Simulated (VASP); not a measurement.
# Re (R-3m) in VASP: further runs

The runs below take Re through single point, relaxation of cell and atoms, with PBE.

All numbers are computed with VASP 6.6.1; they aren't measurements. Logs are shortened: lines on timing, memory, paths and dates and some standing lists are left out, and cuts for length are marked.

## (1) The cell of the first run

Symmetry: R-3m, No. 166, trigonal system. The conventional cell has a = 3.378 Å, b = 3.378 Å, c = 9.397 Å, α = 90.00°, β = 90.00°, γ = 120.00°. Within 3.0 Å of Re (site symmetry 3m) lie 6 Re at 2.26 to 2.79 Å.

## (2) Single point, PBE

Input file INCAR:

```
ALGO = Normal ; EDIFF = 1E-6
ENCUT = 600 ; GGA = PE
GGA_COMPAT = False ; ISIF = 2
ISMEAR = 0 ; LASPH = True
LCHARG = False ; LREAL = False
LWAVE = False ; NBANDS = 14
NELM = 120 ; PREC = Accurate
SIGMA = 0.1
```

Input file KPOINTS:

```
k-points
0
Gamma
  6 6 6
```

Input file POSCAR:

```
Re
1.0
    1.6891820311      0.9752497004      3.1323855555
   -1.6891820311      0.9752497004      3.1323855555
    0.0000000000     -1.9504994008      3.1323855555
Re
2
Direct
    0.2275400000      0.2275400000      0.2275400000
    0.7724600000      0.7724600000      0.7724600000
```

Potentials or basis: VASP PAW PBE potentials, release 64 (Re).

On the command line:

```
cat potpaw_PBE.64/Re/POTCAR > POTCAR
mpirun -np 1 vasp_std > vasp.out
```

OUTCAR:

```text
EDIFF = 1E-6
   ENCUT = 600
   GGA = PE
   ISIF = 2
   ISMEAR = 0
   LASPH = True
   LREAL = False
   NELM = 120
   PREC = Accurate

 ion  position               nearest neighbor table
   1  0.228  0.228  0.228-   2 2.26   2 2.26   2 2.26   2 2.79   2 2.79   2 2.79
   2  0.772  0.772  0.772-   1 2.26   1 2.26   1 2.26   1 2.79   1 2.79   1 2.79

  LATTYP: Found a trigonal (rhomboedric) cell.
 ALAT       =     3.6900253631
 COS(alpha) =     0.5808936906

  Lattice vectors:

 A1 = (   1.6891820311,   0.9752497004,   3.1323855555)
 A2 = (  -1.6891820311,   0.9752497004,   3.1323855555)
 A3 = (   0.0000000000,  -1.9504994008,   3.1323855555)

Analysis of symmetry for initial positions (statically):
=====================================================================
 Subroutine PRICEL returns:
 Original cell was already a primitive cell.

 Routine SETGRP: Setting up the symmetry group for a
 trigonal (rhombohedral) supercell.

 Subroutine GETGRP returns: Found 12 space group operations
 (whereof 12 operations were pure point group operations)
 out of a pool of 12 trial point group operations.

The static configuration has the point symmetry D_3d.

Analysis of symmetry for dynamics (positions and initial velocities):
=====================================================================
 Subroutine PRICEL returns:
 Original cell was already a primitive cell.

 Routine SETGRP: Setting up the symmetry group for a
 trigonal (rhombohedral) supercell.

 Subroutine GETGRP returns: Found 12 space group operations
 (whereof 12 operations were pure point group operations)
 out of a pool of 12 trial point group operations.

The dynamic configuration has the point symmetry D_3d.

 Subroutine INISYM returns: Found 12 space group operations
 (whereof 12 operations are pure point group operations),
 and found     1 'primitive' translations

----------------------------------------------------------------------------------------

                                     Primitive cell

  volume of cell :      30.9613

  direct lattice vectors                    reciprocal lattice vectors
     1.689182031  0.975249700  3.132385555     0.296001254  0.170896404  0.106415167
    -1.689182031  0.975249700  3.132385555    -0.296001254  0.170896404  0.106415167
     0.000000000 -1.950499401  3.132385555     0.000000000 -0.341792808  0.106415167

  length of vectors
     3.690025363  3.690025363  3.690025363     0.357975574  0.357975574  0.357975574

  position of ions in fractional coordinates (direct lattice)
     0.227540000  0.227540000  0.227540000
     0.772460000  0.772460000  0.772460000

  ion indices of the primitive-cell ions
   primitive index   ion index
                 1           1
                 2           2

----------------------------------------------------------------------------------------

 KPOINTS: k-points

Automatic generation of k-mesh.
 Grid dimensions read from file:
 generate k-points for:    6    6    6

 Generating k-lattice:

  Cartesian coordinates                     Fractional coordinates (reciprocal lattice)
     0.049333542  0.028482734  0.017735861     0.166666667  0.000000000  0.000000000
    -0.049333542  0.028482734  0.017735861     0.000000000  0.166666667  0.000000000
     0.000000000 -0.056965468  0.017735861     0.000000000  0.000000000  0.166666667

  Length of vectors
     0.059662596  0.059662596  0.059662596

  Shift w.r.t. Gamma in fractional coordinates (k-lattice)
     0.000000000  0.000000000  0.000000000

 Subroutine IBZKPT returns following result:
 ===========================================

 Found     32 irreducible k-points:

 Following reciprocal coordinates:
            Coordinates               Weight
  0.000000  0.000000  0.000000      1.000000
  0.166667  0.000000  0.000000      6.000000
  0.333333 -0.000000  0.000000      6.000000
  0.500000  0.000000  0.000000      3.000000
  0.166667  0.166667  0.000000      6.000000
  0.333333  0.166667  0.000000     12.000000
[... 16 lines left out ...]
  0.500000  0.500000  0.166667      6.000000
 -0.333333  0.500000  0.166667     12.000000
 [... further k-points ...]
   k-points           NKPTS =     32   k-points in BZ     NKDIM =     32   number of bands    NBANDS=     14
   number of dos      NEDOS =    301   number of ions     NIONS =      2
   total plane-waves  NPLWV =  27000
   dimension x,y,z NGX =    30 NGY =   30 NGZ =   30
   dimension x,y,z NGXF=    60 NGYF=   60 NGZF=   60
   ions per type =               2
   NGX,Y,Z   is equivalent  to a cutoff of  13.52, 13.52, 13.52 a.u.
   NGXF,Y,Z  is equivalent  to a cutoff of  27.03, 27.03, 27.03 a.u.
 SYSTEM =  unknown system
   PREC   = accura    normal or accurate (medium, high low for compatibility)
   ISTART =      0    job   : 0-new  1-cont  2-samecut
   ICHARG =      2    charge: 1-file 2-atom 10-const
   ISPIN  =      1    spin polarized calculation?
   LNONCOLLINEAR =      F non collinear calculations
   LSORBIT =      F    spin-orbit coupling
   LASPH  =      T    aspherical Exc in radial PAW
   ENCUT  =  600.0 eV  44.10 Ry    6.64 a.u.   7.37  7.37  7.37*2*pi/ulx,y,z
   NELM   =    120;   NELMIN=  2; NELMDL= -5     # of ELM steps
   EDIFF  = 0.1E-05   stopping-criterion for ELM
   LREAL  =      F    real-space projection
[... 7 lines left out ...]
   TEBEG  =    0.0;   TEEND  =   0.0 temperature during run
   PSTRESS=    0.0 pullay stress
   NELECT =      14.0000    total number of electrons
   NUPDOWN=      -1.0000    fix difference up-down
   EMIN   =  10.00;   EMAX   =-10.00  energy-range for DOS
   EFERMI =   0.00;   METHOD = LEGACY
   ISMEAR =     0;   SIGMA  =   0.10  broadening in eV -4-tet -1-fermi 0-gaus
   EFERMI_NEDOS =   21; number of points for ismear=-14 and -15
   IALGO  =     38    algorithm
   IMIX   =      4    mixing-type and parameters
     AMIX     =   0.40;   BMIX     =  1.00
     AMIX_MAG =   1.60;   BMIX_MAG =  1.00
  volume/ion in A,a.u.               =      15.48       104.47
  Fermi-wavevector in a.u.,A,eV,Ry     =   1.256545  2.374525 21.482300  1.578904
  Thomas-Fermi vector in A             =   2.390247
   LORBIT       =      0    0 simple, 1 ext, 2 COOP (PROOUT), +10 PAW based schemes
   GGA     = PE    functional components
   LHFCALC =     F    Hartree Fock is set to
   AEXX    =    0.0000 exact exchange contribution
   IVDW    =     0    specifies the selected vdW correction
   LEPSILON=     F    determine dielectric tensor
   LRPA    =     F    only Hartree local field effects (RPA)
 non-spin polarized calculation
 Gauss-broadening in eV      SIGMA  =   0.10
  energy-cutoff  :      600.00
  volume of cell :       30.96
 maximum number of plane-waves:      1051
 NGX is ok and might be reduce to    30
   NGX = 15   NGY = 15   NGZ = 15

 number of electron      14.0000000 magnetization

 Free energy of the ion-electron system (eV)
  ---------------------------------------------------
  ext. energy  EPLUGINS =         0.00000000
  ---------------------------------------------------
  free energy    TOTEN  =       -21.30544468 eV

  energy without entropy =      -21.29814876  energy(sigma->0) =      -21.30179672

 E-fermi :   7.7180     XC(G=0): -13.2007

 val. band max:        7.6902909216   @ k =   0.5000   0.1667  -0.0000
 cond. band min:       7.7495824913   @ k =   0.5000   0.5000   0.3333
 fundamental gap:      0.0592915697
 Fermi energy:         7.7180267508

 k-point     1 :       0.0000    0.0000    0.0000
  band No.  band energies     occupation
      1      -1.8985      2.00000
      2       2.2238      2.00000
      3       2.2238      2.00000
      4       2.3022      2.00000
      5       2.4563      2.00000
      6       2.4563      2.00000
      7       9.2903      0.00000
      8      12.1229      0.00000
      9      12.1229      0.00000
     10      14.5433      0.00000
     11      14.5433      0.00000
     12      17.3335      0.00000
     13      20.6900      0.00000
     14      22.5739      0.00000

 k-point     2 :       0.1667    0.0000    0.0000
  band No.  band energies     occupation
      1      -1.0888      2.00000
      2       1.7748      2.00000
      3       2.3812      2.00000
      4       2.4621      2.00000
      5       3.3486      2.00000
      6       3.5168      2.00000
      7       8.9913      0.00000
      8      11.1113      0.00000
      9      11.1458      0.00000
     10      13.4976      0.00000
     11      13.5846      0.00000
     12      17.9794      0.00000
     13      18.6755      0.00000
     14      20.8658      0.00000

 k-point     3 :       0.3333   -0.0000    0.0000
  band No.  band energies     occupation
      1       1.0043      2.00000
      2       1.9353      2.00000
      3       2.9630      2.00000
      4       3.5072      2.00000
      5       5.0870      2.00000
      6       5.1706      2.00000
      7       7.1055      2.00000
      8       8.6865      0.00000
      9       9.6790      0.00000
     10      11.6850      0.00000
     11      12.0729      0.00000
     12      13.6487      0.00000
     13      18.7285      0.00000
     14      20.8909      0.00000

 k-point     4 :       0.5000    0.0000    0.0000
  band No.  band energies     occupation
      1       2.3144      2.00000
      2       2.3351      2.00000
      3       4.5405      2.00000
      4       4.5606      2.00000
      5       5.3488      2.00000
      6       5.4071      2.00000
      7       6.3250      2.00000
      8       7.3768      2.00000
      9       9.9284      0.00000
     10      10.1703      0.00000
     11      10.5178      0.00000
     12      10.6706      0.00000
     13      18.8769      0.00000
     14      21.4824      0.00000

 k-point     5 :       0.1667    0.1667    0.0000
  band No.  band energies     occupation
      1      -0.9708      2.00000
      2       1.8302      2.00000
      3       2.3694      2.00000
      4       2.3735      2.00000
      5       3.4688      2.00000
      6       4.0248      2.00000
      7       8.6755      0.00000
      8      10.7758      0.00000
      9      11.2063      0.00000
     10      12.2116      0.00000
     11      14.5148      0.00000
[... 276 lines left out ...]
 k-point    22 :      -0.1667    0.3333    0.1667
  band No.  band energies     occupation
      1       1.3890      2.00000
      2       1.6733      2.00000
      3       3.9530      2.00000
      4       3.9770      2.00000
      5       5.3162      2.00000
      6       5.8539      2.00000
      7       6.6808      2.00000
      8       9.1311      0.00000
      9       9.3436      0.00000
     10      10.1205      0.00000
     11      11.9271      0.00000
     12      15.5204      0.00000
     13      16.3479      0.00000
     14      18.5206      0.00000

 k-point    23 :       0.5000    0.5000    0.1667
  band No.  band energies     occupation
      1       1.0459      2.00000
      2       1.7521      2.00000
      3       3.5391      2.00000
      4       4.2888      2.00000
      5       5.3073      2.00000
      6       6.0858      2.00000
      7       7.0553      2.00000
      8       9.0108      0.00000
      9       9.4210      0.00000
     10      10.1423      0.00000
     11      11.7650      0.00000
     12      13.6018      0.00000
     13      17.5607      0.00000
     14      17.8787      0.00000

 k-point    24 :      -0.3333    0.5000    0.1667
  band No.  band energies     occupation
      1       1.2776      2.00000
      2       2.5832      2.00000
      3       2.9905      2.00000
      4       4.2744      2.00000
      5       4.6717      2.00000
      6       7.4710      1.99952
      7       8.0949      0.00000
      8       8.3426      0.00000
      9       8.9514      0.00000
     10      10.7692      0.00000
     11      11.1854      0.00000
     12      13.3735      0.00000
     13      15.9929      0.00000
     14      17.0973      0.00000

 [... further k-points ...]
[... 5 lines left out ...]
  --------------------------------------------------------------------------------------
  -------------------------------------------------------------------------------------
  Total       11.7191824     11.7191824     10.8573020      0.0000000      0.0000000      0.0000000
  in kB      606.4418377    606.4418378    561.8414299      0.0000000      0.0000000      0.0000000
  external PRESSURE =     591.5750352 kB  Pullay stress =       0.0000000 kB

 VOLUME and BASIS-vectors are now :
 -----------------------------------------------------------------------------
  energy-cutoff  :      600.00
  volume of cell :       30.96
      direct lattice vectors                 reciprocal lattice vectors
     1.689182031  0.975249700  3.132385555     0.296001254  0.170896404  0.106415167
    -1.689182031  0.975249700  3.132385555    -0.296001254  0.170896404  0.106415167
     0.000000000 -1.950499401  3.132385555     0.000000000 -0.341792808  0.106415167

 POSITION                                       TOTAL-FORCE (eV/Angst)
 -----------------------------------------------------------------------------------
      0.00000      0.00000      2.13823         0.000000      0.000000      4.715490
      0.00000      0.00000      7.25893         0.000000      0.000000     -4.715490
 -----------------------------------------------------------------------------------
    total drift:                               -0.000000      0.000000     -0.000000

  FREE ENERGIE OF THE ION-ELECTRON SYSTEM (eV)
  ---------------------------------------------------
  free  energy   TOTEN  =       -21.3054446754 eV

  energy  without entropy=      -21.2981487577  energy(sigma->0) =      -21.30179672
```

Run time: 23 s. Hardware: 1 thread of Intel Xeon 8259CL, shared host; peak memory 0.17 GiB.

What came out:

```
Free energy            : -21.3054 eV
Pressure               : 59.2 GPa
Largest force          : 4.715 eV/Å
Band gap on the k mesh : zero (bands 7 and 8 overlap by 1.91 eV)
```

Forces on the atoms (eV/Å):
```
Re   0.000  0.000  4.715
Re   0.000  0.000 -4.715
```

Levels at points of the mesh, in eV from the Fermi level:
| k point | band 3 | band 4 | band 5 | band 6 | band 7 | band 8 | band 9 | band 10 | band 11 | band 12 |
| --- | --- | --- | --- | --- | --- | --- | --- | --- | --- | --- |
| (0.00, 0.00, 0.00) | -5.49 | -5.42 | -5.26 | -5.26 | 1.57 | 4.40 | 4.40 | 6.83 | 6.83 | 9.62 |
| (0.50, 0.00, 0.00) | -3.18 | -3.16 | -2.37 | -2.31 | -1.39 | -0.34 | 2.21 | 2.45 | 2.80 | 2.95 |
| (0.50, 0.50, 0.00) | -4.44 | -4.03 | -0.56 | -0.32 | -0.19 | 0.54 | 0.59 | 2.80 | 6.50 | 6.51 |
| (0.50, 0.50, 0.50) | -3.53 | -3.53 | -3.22 | -3.22 | -1.33 | 1.10 | 1.10 | 1.94 | 1.94 | 2.79 |

Caveat: the k points lie up to 0.37 Å⁻¹ apart, too coarse for converged energies and pressures of a metal; spin-orbit coupling is left out, which moves the levels of the heavy elements; forces of over 1 eV/Å act on the atoms, so gaps and moduli don't describe the material at rest.

## (3) Relaxation of cell and atoms, PBE

Input file INCAR:

```
PREC = Accurate
ENCUT = 600
EDIFF = 1E-7
ISMEAR = 0
SIGMA = 0.1
LREAL = False
LASPH = True
NELM = 120
ALGO = Normal
ISIF = 3
LWAVE = False
LCHARG = False
GGA = PE
IBRION = 2
NSW = 90
EDIFFG = -0.04
GGA_COMPAT = False
NELMIN = 4
```

Input file KPOINTS:

```
regular mesh
0
Gamma
  6 6 6
```

POSCAR is that of step 2.

Potentials or basis: VASP PAW PBE potentials, release 64 (Re).

On the command line:

```
cat potpaw_PBE.64/Re/POTCAR > POTCAR
mpirun -np 1 vasp_std > vasp.out
```

Run time: 9.7 min. Hardware: 1 thread of Intel Xeon 8259CL, shared host; peak memory 0.2 GiB.

The run converged. Its results:

```yaml
Free_energy: -24.7633 eV
Relaxed_volume: 14.98 Å³/atom
Relaxed_cell: a = 4.805 Å, b = 4.805 Å, c = 4.805 Å, α = 33.41°, β = 33.41°, γ = 33.41°
Space_group_after_relaxing_to_0.1_Å: Fm-3m (No. 225)
Pressure_after_relaxing: 0.0 GPa
Largest_force_after_relaxing: 0.004 eV/Å
Band_gap_on_the_k_mesh: zero (bands 7 and 8 overlap by 4.15 eV)
```

Forces in eV/Å, atoms in the order of the input:
```
Re   0.000  0.000  0.004
Re   0.000  0.000 -0.004
```

Stress tensor (GPa, compression positive):
```
 0.03  0.00  0.00
 0.00  0.03  0.00
 0.00  0.00 -0.09
```

Final structure:
```
Re
1.0
     1.38137    0.79753    4.53288
    -1.38137    0.79753    4.53288
     0.00000   -1.59507    4.53288
Re
2
Direct
  0.24998 0.24998 0.24998
  0.75002 0.75002 0.75002
```

Levels at points of the mesh, in eV from the Fermi level:
```
           k point  band 4  band 5  band 6  band 7  band 8  band 9  band 10  band 11
(0.00, 0.00, 0.00)   -1.82   -1.70   -1.61   -1.61    0.35    1.45     1.45     3.91
(0.50, 0.00, 0.00)   -3.84   -1.75   -1.75    0.43    0.44    4.19     4.19     6.29
(0.50, 0.50, 0.00)   -1.89   -1.81    0.43    2.96    3.88    3.90     3.99     4.66
(0.50, 0.50, 0.50)   -2.49   -1.17   -1.17   -1.17   -1.17    1.62     1.62     1.62
```

Caveat: the k points lie up to 0.44 Å⁻¹ apart in the final cell, too coarse for converged energies and pressures of a metal; a cell axis changed by over 15 % at a fixed basis, so the end point is rough; spin-orbit coupling is left out, which moves the levels of the heavy elements.

The gap in the log of VASP goes by the Fermi energy; the results here count the filled bands.